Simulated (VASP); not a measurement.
A run of VASP 6.6.1 is set up as follows.

The input INCAR:

```
  PREC = Accurate
  ENCUT = 600
  EDIFF = 1E-6
  ISMEAR = -1
  SIGMA = 0.15
  LREAL = False
  LASPH = True
  NELM = 100
  ALGO = Normal
  ISIF = 3
  LWAVE = False
  LCHARG = False
  GGA = PS
  IBRION = 2
  NSW = 80
  EDIFFG = -0.001
```

File KPOINTS:

```
Automatic mesh
0
Gamma
  14 14 14
```

Contents of POSCAR:

```
TiB
1.0
    0.0000000000      2.4533420120      2.4533420120
    2.4533420120      0.0000000000      2.4533420120
    2.4533420120      2.4533420120      0.0000000000
Ti B
1 1
Direct
    0.7500000000      0.7500000000      0.7500000000
    0.0000000000      0.0000000000      0.0000000000
```

Potentials or basis: VASP PAW PBE potentials, release 64 (Ti_sv, B).

Launch:

```console
$ cat potpaw_PBE.64/Ti_sv/POTCAR potpaw_PBE.64/B/POTCAR > POTCAR
$ mpirun -np 1 vasp_std > vasp.out
```

Task: Estimate the relaxed cell.

Result: a = 3.475 Å, b = 3.475 Å, c = 3.475 Å, α = 60.00°, β = 60.00°, γ = 60.00°.

Task: Estimate the relaxed volume.

Result: 14.84 Å³/atom.

Task: Estimate the space group after relaxing (to 0.05 Å).

Result: F-43m (No. 216).

Final structure:
```
CELL_PARAMETERS angstrom
0.00000 2.45732 2.45732
2.45732 0.00000 2.45732
2.45732 2.45732 0.00000
ATOMIC_POSITIONS crystal
Ti 0.75000 0.75000 0.75000
B 0.00000 0.00000 0.00000
```

Caveat: the PAW data sets were made with another functional, which shifts forces and pressure a little. Zero-point motion and thermal expansion aren't in these numbers.
